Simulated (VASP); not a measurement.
# Ge2Sb2Te5 (P-3m1) in VASP: a series of runs

Runs on Ge2Sb2Te5. Level: PBE. Tasks: single point.

Everything below comes from runs of VASP 6.6.1. Logs are shortened: lines on timing, memory, paths and dates and some standing lists are left out, and cuts for length are marked.

## (1) The cell of the first run

The structure is trigonal, space group P-3m1 (No. 164). Conventional cell: a = 4.350 Å, b = 4.350 Å, c = 17.380 Å, α = 90.00°, β = 90.00°, γ = 120.00°. Ge (site symmetry 3m) has 6 Te at 2.86 to 3.30 Å within 3.8 Å. Sb (site symmetry 3m) has 6 Te at 3.02 to 3.18 Å within 4.0 Å. Te (site symmetry -3m) has 6 Sb at 3.18 Å within 4.2 Å. Te (site symmetry 3m) has 3 Sb at 3.02 Å and 3 Ge at 3.30 Å within 4.0 Å. Within 3.8 Å of Te (site symmetry 3m) lie 3 Ge at 2.86 Å.

## (2) Single point, PBE (volume 31.647 Å^3 an atom, c/a of the conventional cell 3.9955)

The input, INCAR:

```
SYSTEM = Ge2Sb2Te5
  ALGO = Normal
  EDIFF = 1E-6
  ENCUT = 520
  GGA = PE
  ISIF = 2
  ISMEAR = 0
  LASPH = .TRUE.
  LCHARG = .FALSE.
  LREAL = .FALSE.
  LWAVE = .FALSE.
  NBANDS = 44
  NELM = 80
  PREC = Accurate
  SIGMA = 0.03
```

The input, KPOINTS:

```
k-points
0
G
  12 12 2
  0 0 0
```

The input, POSCAR:

```
Ge2Sb2Te5
1.0
    4.3500079310      0.0000000000      0.0000000000
   -2.1750039655      3.7672173749      0.0000000000
    0.0000000000      0.0000000000     17.3804566884
Ge Sb Te
2 2 5
Direct
    0.0000000000      0.0000000000      0.3313200918
    0.0000000000      0.0000000000      0.6686799082
    0.3333333333      0.6666666667      0.1120971408
    0.6666666667      0.3333333333      0.8879028592
    0.0000000000      0.0000000000      0.0000000000
    0.3333333333      0.6666666667      0.7914345914
    0.6666666667      0.3333333333      0.2085654086
    0.3333333333      0.6666666667      0.4096023866
    0.6666666667      0.3333333333      0.5903976134
```

Potentials or basis: VASP PAW PBE potentials, release 64 (Ge_d, Sb, Te).

Run with:

```bash
$ cat potpaw_PBE.64/Ge_d/POTCAR potpaw_PBE.64/Sb/POTCAR potpaw_PBE.64/Te/POTCAR > POTCAR
$ mpirun -np 1 vasp_std > vasp.out
```

OUTCAR:

```text
SYSTEM = Ge2Sb2Te5
   EDIFF = 1E-6
   ENCUT = 520
   GGA = PE
   ISIF = 2
   ISMEAR = 0
   LASPH = .TRUE.
   LREAL = .FALSE.
   NELM = 80
   PREC = Accurate

 ion  position               nearest neighbor table
   1  0.000  0.000  0.331-   8 2.86   8 2.86   8 2.86   7 3.30   7 3.30   7 3.30
   2  0.000  0.000  0.669-   9 2.86   9 2.86   9 2.86   6 3.30   6 3.30   6 3.30
   3  0.333  0.667  0.112-   7 3.02   7 3.02   7 3.02   5 3.18   5 3.18   5 3.18
   4  0.667  0.333  0.888-   6 3.02   6 3.02   6 3.02   5 3.18   5 3.18   5 3.18
   5  0.000  0.000  0.000-   3 3.18   4 3.18   3 3.18   4 3.18   4 3.18   3 3.18
   6  0.333  0.667  0.791-   4 3.02   4 3.02   4 3.02   2 3.30   2 3.30   2 3.30
   7  0.667  0.333  0.209-   3 3.02   3 3.02   3 3.02   1 3.30   1 3.30   1 3.30
   8  0.333  0.667  0.410-   1 2.86   1 2.86   1 2.86
   9  0.667  0.333  0.590-   2 2.86   2 2.86   2 2.86

  LATTYP: Found a hexagonal cell.
 ALAT       =     4.3500079310
 C/A-ratio  =     3.9955000000

  Lattice vectors:

 A1 = (   4.3500079310,   0.0000000000,   0.0000000000)
 A2 = (  -2.1750039655,   3.7672173749,   0.0000000000)
 A3 = (   0.0000000000,   0.0000000000,  17.3804566884)

Analysis of symmetry for initial positions (statically):
=====================================================================
 Subroutine PRICEL returns:
 Original cell was already a primitive cell.

 Routine SETGRP: Setting up the symmetry group for a
 hexagonal supercell.

 Subroutine GETGRP returns: Found 12 space group operations
 (whereof 12 operations were pure point group operations)
 out of a pool of 24 trial point group operations.

The static configuration has the point symmetry D_3d.

Analysis of symmetry for dynamics (positions and initial velocities):
=====================================================================
 Subroutine PRICEL returns:
 Original cell was already a primitive cell.

 Routine SETGRP: Setting up the symmetry group for a
 hexagonal supercell.

 Subroutine GETGRP returns: Found 12 space group operations
 (whereof 12 operations were pure point group operations)
 out of a pool of 24 trial point group operations.

The dynamic configuration has the point symmetry D_3d.

 Subroutine INISYM returns: Found 12 space group operations
 (whereof 12 operations are pure point group operations),
 and found     1 'primitive' translations

----------------------------------------------------------------------------------------

                                     Primitive cell

  volume of cell :     284.8209

  direct lattice vectors                    reciprocal lattice vectors
     4.350007931  0.000000000  0.000000000     0.229884638  0.132723958  0.000000000
    -2.175003966  3.767217375  0.000000000     0.000000000  0.265447916  0.000000000
     0.000000000  0.000000000 17.380456688     0.000000000  0.000000000  0.057535887

  length of vectors
     4.350007931  4.350007931 17.380456688     0.265447916  0.265447916  0.057535887

  position of ions in fractional coordinates (direct lattice)
     0.000000000  0.000000000  0.331320092
     0.000000000  0.000000000  0.668679908
     0.333333333  0.666666667  0.112097141
     0.666666667  0.333333333  0.887902859
     0.000000000  0.000000000  0.000000000
     0.333333333  0.666666667  0.791434591
     0.666666667  0.333333333  0.208565409
     0.333333333  0.666666667  0.409602387
     0.666666667  0.333333333  0.590397613

  ion indices of the primitive-cell ions
   primitive index   ion index
                 1           1
                 2           2
                 3           3
                 4           4
                 5           5
                 6           6
                 7           7
                 8           8
                 9           9

----------------------------------------------------------------------------------------

 KPOINTS: k-points

Automatic generation of k-mesh.
 Grid dimensions read from file:
 generate k-points for:   12   12    2

 Generating k-lattice:

  Cartesian coordinates                     Fractional coordinates (reciprocal lattice)
     0.019157053  0.011060330  0.000000000     0.083333333 -0.000000000  0.000000000
     0.000000000  0.022120660  0.000000000     0.000000000  0.083333333  0.000000000
     0.000000000  0.000000000  0.028767944     0.000000000  0.000000000  0.500000000

  Length of vectors
     0.022120660  0.022120660  0.028767944

  Shift w.r.t. Gamma in fractional coordinates (k-lattice)
     0.000000000  0.000000000  0.000000000

 Subroutine IBZKPT returns following result:
 ===========================================

 Found     38 irreducible k-points:

 Following reciprocal coordinates:
            Coordinates               Weight
  0.000000  0.000000  0.000000      1.000000
  0.083333  0.000000  0.000000      6.000000
  0.166667 -0.000000  0.000000      6.000000
  0.250000  0.000000  0.000000      6.000000
  0.333333  0.000000  0.000000      6.000000
[... 46 lines left out ...]
  Thomas-Fermi vector in A             =   2.148890
   LORBIT       =      0    0 simple, 1 ext, 2 COOP (PROOUT), +10 PAW based schemes
   GGA     = PE    functional components
   LHFCALC =     F    Hartree Fock is set to
   AEXX    =    0.0000 exact exchange contribution
   IVDW    =     0    specifies the selected vdW correction
   LEPSILON=     F    determine dielectric tensor
   LRPA    =     F    only Hartree local field effects (RPA)
 non-spin polarized calculation
 Gauss-broadening in eV      SIGMA  =   0.03
  energy-cutoff  :      520.00
  volume of cell :      284.82
 maximum number of plane-waves:      7700
   NGX = 17   NGY = 17   NGZ = 65

 number of electron      67.9999978 magnetization

 Free energy of the ion-electron system (eV)
  ---------------------------------------------------
  ext. energy  EPLUGINS =         0.00000000
  ---------------------------------------------------
  free energy    TOTEN  =       -33.78231449 eV

  energy without entropy =      -33.78168488  energy(sigma->0) =      -33.78199968

 E-fermi :   5.7801     XC(G=0):  -9.1991

 val. band max:        5.7689619560   @ k =   0.1667  -0.0000   0.0000
 cond. band min:       5.7917386088   @ k =   0.0833   0.0833   0.0000
 fundamental gap:      0.0227766528
 Fermi energy:         5.7800777008

 k-point     1 :       0.0000    0.0000    0.0000
  band No.  band energies     occupation
      1     -18.9945      2.00000
      2     -18.9945      2.00000
      3     -18.9945      2.00000
      4     -18.9945      2.00000
      5     -18.9848      2.00000
      6     -18.9848      2.00000
[... 36 lines left out ...]
     43       7.6780      0.00000
     44       7.8555      0.00000

 k-point     2 :       0.0833    0.0000    0.0000
  band No.  band energies     occupation
      1     -18.9946      2.00000
      2     -18.9946      2.00000
      3     -18.9944      2.00000
      4     -18.9944      2.00000
      5     -18.9849      2.00000
      6     -18.9849      2.00000
[... 36 lines left out ...]
     43       7.9390      0.00000
     44       8.1033      0.00000

 k-point     3 :       0.1667   -0.0000    0.0000
  band No.  band energies     occupation
      1     -18.9949      2.00000
      2     -18.9949      2.00000
      3     -18.9940      2.00000
      4     -18.9940      2.00000
      5     -18.9851      2.00000
      6     -18.9851      2.00000
[... 36 lines left out ...]
     43       8.2677      0.00000
     44       8.4867      0.00000

 k-point     4 :       0.2500    0.0000    0.0000
  band No.  band energies     occupation
      1     -18.9953      2.00000
      2     -18.9953      2.00000
      3     -18.9936      2.00000
      4     -18.9936      2.00000
      5     -18.9853      2.00000
      6     -18.9853      2.00000
[... 882 lines left out ...]
     43       8.1457      0.00000
     44       8.5352      0.00000

 k-point    23 :       0.2500    0.0000    0.5000
  band No.  band energies     occupation
      1     -18.9953      2.00000
      2     -18.9953      2.00000
      3     -18.9936      2.00000
      4     -18.9936      2.00000
      5     -18.9853      2.00000
      6     -18.9853      2.00000
[... 36 lines left out ...]
     43       8.7298      0.00000
     44       8.8528      0.00000

 k-point    24 :       0.3333    0.0000    0.5000
  band No.  band energies     occupation
      1     -18.9958      2.00000
      2     -18.9958      2.00000
      3     -18.9932      2.00000
      4     -18.9932      2.00000
      5     -18.9855      2.00000
      6     -18.9855      2.00000
[... 36 lines left out ...]
     43       8.8857      0.00000
     44       8.9392      0.00000

 [... further k-points ...]
[... 5 lines left out ...]
  --------------------------------------------------------------------------------------
  -------------------------------------------------------------------------------------
  Total       -1.3106720     -1.3106720      1.9632657     -0.0000000      0.0000000      0.0000000
  in kB       -7.3728040     -7.3728040     11.0437799     -0.0000000      0.0000000      0.0000000
  external PRESSURE =      -1.2339427 kB  Pullay stress =       0.0000000 kB

 VOLUME and BASIS-vectors are now :
 -----------------------------------------------------------------------------
  energy-cutoff  :      520.00
  volume of cell :      284.82
      direct lattice vectors                 reciprocal lattice vectors
     4.350007931  0.000000000  0.000000000     0.229884638  0.132723958  0.000000000
    -2.175003966  3.767217375  0.000000000     0.000000000  0.265447916  0.000000000
     0.000000000  0.000000000 17.380456688     0.000000000  0.000000000  0.057535887

 POSITION                                       TOTAL-FORCE (eV/Angst)
 -----------------------------------------------------------------------------------
      0.00000      0.00000      5.75849        -0.000000      0.000000     -0.043996
      0.00000      0.00000     11.62196        -0.000000      0.000000      0.043996
     -0.00000      2.51148      1.94830         0.000000     -0.000000     -0.038736
      2.17500      1.25574     15.43216         0.000000      0.000000      0.038736
      0.00000      0.00000      0.00000         0.000000      0.000000      0.000000
     -0.00000      2.51148     13.75549         0.000000     -0.000000     -0.121031
      2.17500      1.25574      3.62496         0.000000     -0.000000      0.121031
     -0.00000      2.51148      7.11908         0.000000      0.000000      0.158841
      2.17500      1.25574     10.26138        -0.000000     -0.000000     -0.158841
 -----------------------------------------------------------------------------------
    total drift:                               -0.000000     -0.000000      0.000000

  FREE ENERGIE OF THE ION-ELECTRON SYSTEM (eV)
  ---------------------------------------------------
  free  energy   TOTEN  =       -33.7823144870 eV

  energy  without entropy=      -33.7816848781  energy(sigma->0) =      -33.78199968
```

Wall time 6.7 min (1 thread of AMD EPYC 9R14 (Zen 4), shared host); peak memory 0.61 GiB.

Results:

```yaml
Free_energy: -33.7823 eV
Pressure: -0.1 GPa
Largest_force: 0.159 eV/Å
Band_gap_on_the_k_mesh: 0.02 eV, indirect (least direct gap 0.10 eV)
```

Forces in eV/Å, atoms in the order of the input:
```
Ge   0.000  0.000 -0.044
Ge   0.000  0.000  0.044
Sb   0.000  0.000 -0.039
Sb   0.000  0.000  0.039
Te   0.000  0.000  0.000
Te   0.000  0.000 -0.121
Te   0.000  0.000  0.121
Te   0.000  0.000  0.159
Te   0.000  0.000 -0.159
```

Levels at points of the mesh, in eV from the valence-band top:
```
           k point  band 30  band 31  band 32  band 33  band 34  band 35  band 36  band 37  band 38  band 39
(0.00, 0.00, 0.00)    -1.45    -1.45    -1.38    -1.21    -0.30     0.05     0.05     0.26     0.94     1.04
(0.50, 0.00, 0.00)    -2.32    -1.71    -1.68    -1.10    -0.96     0.50     0.80     0.88     1.49     1.92
(0.00, 0.00, 0.50)    -1.55    -1.48    -1.48    -1.18    -0.30     0.07     0.07     0.26     0.94     0.97
(0.50, 0.00, 0.50)    -2.27    -1.94    -1.62    -1.60    -0.53     0.14     0.70     1.35     1.64     2.05
```

Caveat: spin-orbit coupling is left out, which moves the levels of the heavy elements; this functional lacks dispersion, which binds the layers, so the pressure and a relaxed spacing across them are unreliable. A k mesh can miss the band edges.

## (3) Single point, PBE (volume 33.335 Å^3 an atom, c/a of the conventional cell 4.2453)

The input, INCAR:

```
SYSTEM = Ge2Sb2Te5
PREC = Accurate
ENCUT = 520
EDIFF = 1E-7
ISMEAR = 0
SIGMA = 0.03
LREAL = .FALSE.
LASPH = .TRUE.
NELM = 100
ALGO = Normal
ISIF = 2
LWAVE = .FALSE.
LCHARG = .FALSE.
GGA = PE
NBANDS = 44
```

The input, KPOINTS:

```
Automatic mesh
0
G
  12 12 2
  0 0 0
```

POSCAR, as its differences from that of step 2:

```diff
@@ -2,5 +2,5 @@
 1.0
-    4.3500079310      0.0000000000      0.0000000000
-   -2.1750039655      3.7672173749      0.0000000000
-    0.0000000000      0.0000000000     17.3804566884
+    4.3374434462      0.0000000000      0.0000000000
+   -2.1687217231      3.7563362119      0.0000000000
+    0.0000000000      0.0000000000     18.4138536293
 Ge Sb Te
```

Potentials or basis: VASP PAW PBE potentials, release 64 (Ge_d, Sb, Te).

Run with:

```bash
$ cat potpaw_PBE.64/Ge_d/POTCAR potpaw_PBE.64/Sb/POTCAR potpaw_PBE.64/Te/POTCAR > POTCAR
$ mpirun -np 1 vasp_std > vasp.out
```

Run time: 7.8 min. Hardware: 1 thread of AMD EPYC 9R14 (Zen 4), shared host; peak memory 0.64 GiB.

It converged, with:

- Free energy: -33.7445 eV
- Pressure: -2.1 GPa
- Largest force: 0.290 eV/Å
- Band gap on the k mesh: 0.03 eV, direct

Forces on the atoms (eV/Å):
```
Ge   0.000  0.000  0.207
Ge   0.000  0.000 -0.207
Sb   0.000  0.000  0.094
Sb   0.000  0.000 -0.094
Te   0.000  0.000  0.000
Te   0.000  0.000  0.290
Te   0.000  0.000 -0.290
Te   0.000  0.000 -0.261
Te   0.000  0.000  0.261
```

Stress tensor (GPa, compression positive):
```
-2.16  0.00  0.00
 0.00 -2.16  0.00
 0.00  0.00 -2.06
```

Levels at points of the mesh, in eV from the valence-band top:
```tsv
k point	band 31	band 32	band 33	band 34	band 35	band 36	band 37	band 38
(0.00, 0.00, 0.00)	-1.30	-1.30	-1.19	-0.16	0.13	0.16	0.16	1.02
(0.50, 0.00, 0.00)	-1.80	-1.65	-1.23	-1.22	0.36	0.47	0.65	1.33
(0.00, 0.00, 0.50)	-1.34	-1.34	-1.07	-0.17	0.14	0.17	0.17	0.98
(0.50, 0.00, 0.50)	-1.95	-1.84	-1.59	-0.72	0.07	0.60	0.81	1.51
```

Caveat: spin-orbit coupling is left out, which moves the levels of the heavy elements; this functional lacks dispersion, which binds the layers, so the pressure and a relaxed spacing across them are unreliable.

## (4) Single point, PBE (volume 33.335 Å^3 an atom, c/a of the conventional cell 3.9955)

The input, INCAR:

```
SYSTEM = Ge2Sb2Te5
PREC     = Accurate       ! precision mode
ENCUT    = 520            ! plane-wave cutoff, eV
EDIFF    = 1E-6           ! SCF threshold, eV
ISMEAR   = 0              ! smearing method
SIGMA    = 0.03           ! smearing width, eV
LREAL    = .FALSE.        ! projectors in reciprocal space
LASPH    = .TRUE.         ! aspherical terms in the spheres
NELM     = 80             ! most SCF steps
ALGO     = Normal         ! electronic algorithm
ISIF     = 2              ! what is computed and relaxed
LWAVE    = .FALSE.        ! write WAVECAR
LCHARG   = .FALSE.        ! write CHGCAR
GGA      = PE             ! functional
NBANDS   = 44             ! bands
```

The input, KPOINTS:

```
regular mesh
0
G
  12 12 2
  0 0 0
```

POSCAR, as its differences from that of step 3:

```diff
@@ -2,5 +2,5 @@
 1.0
-    4.3374434462      0.0000000000      0.0000000000
-   -2.1687217231      3.7563362119      0.0000000000
-    0.0000000000      0.0000000000     18.4138536293
+    4.4260236894      0.0000000000      0.0000000000
+   -2.2130118447      3.8330489528      0.0000000000
+    0.0000000000      0.0000000000     17.6841776508
 Ge Sb Te
```

Run with:

```bash
$ cat potpaw_PBE.64/Ge_d/POTCAR potpaw_PBE.64/Sb/POTCAR potpaw_PBE.64/Te/POTCAR > POTCAR
$ mpirun -np 1 vasp_std > vasp.out
```

It took 6.8 min on 1 thread of Intel Xeon Platinum 8559C (Emerald Rapids), shared host; peak memory 0.72 GiB.

The run converged. Its results:

```yaml
Free_energy: -33.6665 eV
Pressure: -2.2 GPa
Largest_force: 0.160 eV/Å
Band_gap_on_the_k_mesh: 0.05 eV, indirect (least direct gap 0.10 eV)
```

Forces on the atoms (eV/Å):
```
Ge   0.000  0.000  0.140
Ge   0.000  0.000 -0.140
Sb   0.000  0.000  0.065
Sb   0.000  0.000 -0.065
Te   0.000  0.000  0.000
Te   0.000  0.000  0.160
Te   0.000  0.000 -0.160
Te   0.000  0.000 -0.098
Te   0.000  0.000  0.098
```

Stress tensor (GPa, compression positive):
```
-2.86  0.00  0.00
 0.00 -2.86  0.00
 0.00  0.00 -0.93
```

Levels at points of the mesh, in eV from the valence-band top:
```
           k point  band 30  band 31  band 32  band 33  band 34  band 35  band 36  band 37  band 38  band 39
(0.00, 0.00, 0.00)    -1.36    -1.31    -1.31    -1.22    -0.30     0.11     0.11     0.26     0.89     1.05
(0.50, 0.00, 0.00)    -2.13    -1.58    -1.54    -1.01    -0.96     0.49     0.80     0.90     1.47     1.98
(0.00, 0.00, 0.50)    -1.42    -1.34    -1.34    -1.19    -0.31     0.12     0.12     0.26     0.90     0.99
(0.50, 0.00, 0.50)    -2.11    -1.81    -1.51    -1.49    -0.51     0.16     0.72     1.30     1.65     2.15
```

Caveat: spin-orbit coupling is left out, which moves the levels of the heavy elements; this functional lacks dispersion, which binds the layers, so the pressure and a relaxed spacing across them are unreliable. A k mesh can miss the band edges.

## (5) The runs side by side

```tsv
cell	gap on the mesh (eV)	pressure (GPa)	largest force (eV/Å)
a = 4.350, b = 4.350, c = 17.380 Å, angles 90.0, 90.0, 120.0°, 9 atoms	0.02	-0.1	0.16
a = 4.337, b = 4.337, c = 18.414 Å, angles 90.0, 90.0, 120.0°, 9 atoms	0.03	-2.1	0.29
a = 4.426, b = 4.426, c = 17.684 Å, angles 90.0, 90.0, 120.0°, 9 atoms	0.05	-2.2	0.16
```

Alike in all rows: task single point; level PBE; potentials or basis VASP PAW PBE potentials, release 64 (Ge_d, Sb, Te); no spin polarisation; k mesh 12 × 12 × 2; cutoff (eV) 520; smearing gaussian 0.03 eV.

Caveats: spin-orbit coupling is left out, which moves the levels of the heavy elements; this functional lacks dispersion, which binds the layers, so the pressure and a relaxed spacing across them are unreliable.

Total energies depend on the potentials used, so only differences within one code and one set of settings carry meaning.
